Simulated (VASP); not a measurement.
# BN (Pnma) in VASP: single point with PBEsol

Aim: the single point of BN with PBEsol.

All numbers are computed with VASP 6.6.1; they aren't measurements. Logs are shortened: lines on timing, memory, paths and dates and some standing lists are left out, and cuts for length are marked.

## Step 1: The cell of the first run

Symmetry: Pnma, No. 62, orthorhombic system. Conventional cell: a = 4.880 Å, b = 2.591 Å, c = 4.292 Å, α = 90.00°, β = 90.00°, γ = 90.00°. Within 2.0 Å of B (site symmetry m) lie 4 N at 1.51 to 1.65 Å. N (site symmetry m) has 4 B at 1.51 to 1.65 Å within 2.0 Å.

## Step 2: Single point, PBEsol

File INCAR:

```
PREC     = Accurate       # precision mode
ENCUT    = 520            # plane-wave cutoff, eV
EDIFF    = 1E-6           # SCF threshold, eV
ISMEAR   = 0              # smearing method
SIGMA    = 0.01           # smearing width, eV
LREAL    = False          # projectors in reciprocal space
LASPH    = True           # aspherical terms in the spheres
NELM     = 80             # most SCF steps
ALGO     = Normal         # electronic algorithm
ISIF     = 2              # what is computed and relaxed
LWAVE    = False          # write WAVECAR
LCHARG   = False          # write CHGCAR
GGA      = PS             # functional
NBANDS   = 26             # bands
```

File KPOINTS:

```
regular mesh
0
Gamma
  4 8 6
```

File POSCAR:

```
BN
1.0
    4.8800890000      0.0000000000      0.0000000000
    0.0000000000      2.5914640000      0.0000000000
    0.0000000000      0.0000000000      4.2920490000
B N
4 4
Direct
    0.6595870000      0.7500000000      0.0929040000
    0.8404130000      0.2500000000      0.5929040000
    0.1595870000      0.7500000000      0.4070960000
    0.3404130000      0.2500000000      0.9070960000
    0.8211300000      0.7500000000      0.3935140000
    0.1788700000      0.2500000000      0.6064860000
    0.6788700000      0.2500000000      0.8935140000
    0.3211300000      0.7500000000      0.1064860000
```

Potentials or basis: VASP PAW PBE potentials, release 64 (B, N).

Launch:

```console
$ cat potpaw_PBE.64/B/POTCAR potpaw_PBE.64/N/POTCAR > POTCAR
$ mpirun -np 1 vasp_std > vasp.out
```

OUTCAR:

```text
PREC = Accurate
   ENCUT = 520
   EDIFF = 1E-6
   ISMEAR = 0
   LREAL = False
   LASPH = True
   NELM = 80
   ISIF = 2
   GGA = PS

 ion  position               nearest neighbor table
   1  0.660  0.750  0.093-   5 1.51   7 1.56   7 1.56   8 1.65
   2  0.840  0.250  0.593-   7 1.51   5 1.56   5 1.56   6 1.65
   3  0.160  0.750  0.407-   8 1.51   6 1.56   6 1.56   5 1.65
   4  0.340  0.250  0.907-   6 1.51   8 1.56   8 1.56   7 1.65
   5  0.821  0.750  0.394-   1 1.51   2 1.56   2 1.56   3 1.65
   6  0.179  0.250  0.606-   4 1.51   3 1.56   3 1.56   2 1.65
   7  0.679  0.250  0.894-   2 1.51   1 1.56   1 1.56   4 1.65
   8  0.321  0.750  0.106-   3 1.51   4 1.56   4 1.56   1 1.65

  LATTYP: Found a simple orthorhombic cell.
 ALAT       =     2.5914640000
 B/A-ratio  =     1.6562255929
 C/A-ratio  =     1.8831398005

  Lattice vectors:

 A1 = (   0.0000000000,   2.5914640000,   0.0000000000)
 A2 = (   0.0000000000,   0.0000000000,   4.2920490000)
 A3 = (   4.8800890000,   0.0000000000,   0.0000000000)

Analysis of symmetry for initial positions (statically):
=====================================================================
 Subroutine PRICEL returns:
 Original cell was already a primitive cell.

 Routine SETGRP: Setting up the symmetry group for a
 simple orthorhombic supercell.

 Subroutine GETGRP returns: Found  8 space group operations
 (whereof  2 operations were pure point group operations)
 out of a pool of  8 trial point group operations.

The static configuration has the point symmetry S_2 .
 The point group associated with its full space group is D_2h.

Analysis of symmetry for dynamics (positions and initial velocities):
=====================================================================
 Subroutine PRICEL returns:
 Original cell was already a primitive cell.

 Routine SETGRP: Setting up the symmetry group for a
 simple orthorhombic supercell.

 Subroutine GETGRP returns: Found  8 space group operations
 (whereof  2 operations were pure point group operations)
 out of a pool of  8 trial point group operations.

The dynamic configuration has the point symmetry S_2 .
 The point group associated with its full space group is D_2h.

 Subroutine INISYM returns: Found  8 space group operations
 (whereof  2 operations are pure point group operations),
 and found     1 'primitive' translations

[... 108 lines left out ...]
   EDIFFG = 0.1E-04   stopping-criterion for IOM
   NSW    =      0    number of steps for IOM
   IBRION =     -1    ionic relax: 0-MD 1-quasi-New 2-CG
   NFREE  =      0    steps in history (QN), initial steepest desc. (CG)
   ISIF   =      2    stress and relaxation
   ISYM   =      2    0-nonsym 1-usesym 2-fastsym
   POTIM  = 0.5000    time-step for ionic-motion
   TEBEG  =    0.0;   TEEND  =   0.0 temperature during run
   PSTRESS=    0.0 pullay stress
   NELECT =      32.0000    total number of electrons
   NUPDOWN=      -1.0000    fix difference up-down
   EMIN   =  10.00;   EMAX   =-10.00  energy-range for DOS
   EFERMI =   0.00;   METHOD = LEGACY
   ISMEAR =     0;   SIGMA  =   0.01  broadening in eV -4-tet -1-fermi 0-gaus
   EFERMI_NEDOS =   21; number of points for ismear=-14 and -15
   IALGO  =     38    algorithm
   IMIX   =      4    mixing-type and parameters
     AMIX     =   0.40;   BMIX     =  1.00
     AMIX_MAG =   1.60;   BMIX_MAG =  1.00
  volume/ion in A,a.u.               =       6.78        45.79
  Fermi-wavevector in a.u.,A,eV,Ry     =   1.372711  2.594047 25.637923  1.884334
  Thomas-Fermi vector in A             =   2.498293
   LORBIT       =      0    0 simple, 1 ext, 2 COOP (PROOUT), +10 PAW based schemes
   GGA     = PS    functional components
   LHFCALC =     F    Hartree Fock is set to
   AEXX    =    0.0000 exact exchange contribution
   IVDW    =     0    specifies the selected vdW correction
   LEPSILON=     F    determine dielectric tensor
   LRPA    =     F    only Hartree local field effects (RPA)
 non-spin polarized calculation
 Gauss-broadening in eV      SIGMA  =   0.01
  energy-cutoff  :      520.00
  volume of cell :       54.28
 maximum number of plane-waves:      1488
   NGX = 19   NGY =  9   NGZ = 15

 number of electron      32.0000000 magnetization

 Free energy of the ion-electron system (eV)
  ---------------------------------------------------
  ext. energy  EPLUGINS =         0.00000000
  ---------------------------------------------------
  free energy    TOTEN  =       -71.60027580 eV

  energy without entropy =      -71.60027580  energy(sigma->0) =      -71.60027580

 E-fermi :   5.6831     XC(G=0): -12.0273

 val. band max:        5.5631413630   @ k =   0.0000   0.0000   0.0000
 cond. band min:      11.1877369114   @ k =   0.2500   0.0000   0.3333
 fundamental gap:      5.6245955484
 Fermi energy:         5.6830644442

 k-point     1 :       0.0000    0.0000    0.0000
  band No.  band energies     occupation
      1     -14.0654      2.00000
      2     -11.4750      2.00000
      3     -10.4491      2.00000
      4      -8.6771      2.00000
      5      -3.2722      2.00000
      6      -2.6465      2.00000
[... 685 lines left out ...]
     25      18.4435      0.00000
     26      18.4458      0.00000

 [... further k-points ...]

------------------------ aborting loop because EDIFF is reached ----------------------------------------

  FORCE on cell =-STRESS in cart. coord.  units (eV):
  Direction    XX          YY          ZZ          XY          YZ          ZX
  --------------------------------------------------------------------------------------
  -------------------------------------------------------------------------------------
  Total       -1.4999952     -1.5692466     -1.3788939      0.0000000      0.0000000      0.0000000
  in kB      -44.2754369    -46.3195357    -40.7008832      0.0000000      0.0000000      0.0000000
  external PRESSURE =     -43.7652853 kB  Pullay stress =       0.0000000 kB

 VOLUME and BASIS-vectors are now :
 -----------------------------------------------------------------------------
  energy-cutoff  :      520.00
  volume of cell :       54.28
      direct lattice vectors                 reciprocal lattice vectors
     4.880089000  0.000000000  0.000000000     0.204914296  0.000000000  0.000000000
     0.000000000  2.591464000  0.000000000     0.000000000  0.385882266  0.000000000
     0.000000000  0.000000000  4.292049000     0.000000000  0.000000000  0.232988952

 POSITION                                       TOTAL-FORCE (eV/Angst)
 -----------------------------------------------------------------------------------
      3.21884      1.94360      0.39875        -0.005980      0.000000      0.000386
      4.10129      0.64787      2.54477         0.005980      0.000000      0.000386
      0.77880      1.94360      1.74728        -0.005980      0.000000     -0.000386
      1.66125      0.64787      3.89330         0.005980      0.000000     -0.000386
      4.00719      1.94360      1.68898         0.033259      0.000000     -0.052869
      0.87290      0.64787      2.60307        -0.033259     -0.000000      0.052869
      3.31295      0.64787      3.83501        -0.033259      0.000000     -0.052869
      1.56714      1.94360      0.45704         0.033259     -0.000000      0.052869
 -----------------------------------------------------------------------------------
    total drift:                                0.000000      0.000000     -0.000000

  FREE ENERGIE OF THE ION-ELECTRON SYSTEM (eV)
  ---------------------------------------------------
  free  energy   TOTEN  =       -71.6002757963 eV

  energy  without entropy=      -71.6002757963  energy(sigma->0) =      -71.60027580
```

OSZICAR:

```text
N       E                     dE             d eps       ncg     rms          rms(c)
DAV:   1     0.112592278385E+03    0.11259E+03   -0.16579E+04  3120   0.118E+03
DAV:   2    -0.687154296102E+02   -0.18131E+03   -0.17014E+03  4166   0.276E+02
DAV:   3    -0.760654159709E+02   -0.73500E+01   -0.73008E+01  4242   0.527E+01
DAV:   4    -0.761297792881E+02   -0.64363E-01   -0.64282E-01  3862   0.525E+00
DAV:   5    -0.761306491887E+02   -0.86990E-03   -0.86942E-03  4172   0.586E-01    0.135E+01
DAV:   6    -0.720534806779E+02    0.40772E+01   -0.90623E+00  3798   0.173E+01    0.625E+00
DAV:   7    -0.716931754364E+02    0.36031E+00   -0.68782E-01  3864   0.490E+00    0.382E+00
DAV:   8    -0.716028852636E+02    0.90290E-01   -0.18469E-01  3660   0.248E+00    0.410E-01
DAV:   9    -0.715995384463E+02    0.33468E-02   -0.13416E-02  3936   0.776E-01    0.187E-01
DAV:  10    -0.716002087427E+02   -0.67030E-03   -0.11340E-03  3818   0.211E-01    0.455E-02
DAV:  11    -0.716002632461E+02   -0.54503E-04   -0.16683E-04  3836   0.816E-02    0.223E-02
DAV:  12    -0.716002742067E+02   -0.10961E-04   -0.25067E-05  3864   0.335E-02    0.586E-03
DAV:  13    -0.716002756823E+02   -0.14756E-05   -0.22260E-06  3186   0.110E-02    0.162E-03
DAV:  14    -0.716002757963E+02   -0.11396E-06   -0.21324E-07  1938   0.325E-03
   1 F= -.71600276E+02 E0= -.71600276E+02  d E =-.102298E-66
```

Run time: 42 s. Hardware: 1 thread of Intel Xeon Platinum 8259CL at 2.50GHz (Skylake/Cascade Lake), shared host; peak memory 0.19 GiB.

Results:

| Quantity | Value |
| --- | --- |
| Free energy | -71.6003 eV |
| Pressure | -4.4 GPa |
| Largest force | 0.062 eV/Å |
| Band gap on the k mesh | 5.62 eV, indirect (least direct gap 6.09 eV) |

Forces in eV/Å, atoms in the order of the input:
```
B   -0.006  0.000  0.000
B    0.006  0.000  0.000
B   -0.006  0.000  0.000
B    0.006  0.000  0.000
N    0.033  0.000 -0.053
N   -0.033  0.000  0.053
N   -0.033  0.000 -0.053
N    0.033  0.000  0.053
```

Stress tensor (GPa, compression positive):
```
-4.43  0.00  0.00
 0.00 -4.63  0.00
 0.00  0.00 -4.07
```

Caveat: the PAW data sets were made with another functional, which shifts forces and pressure a little. A k mesh can miss the band edges.
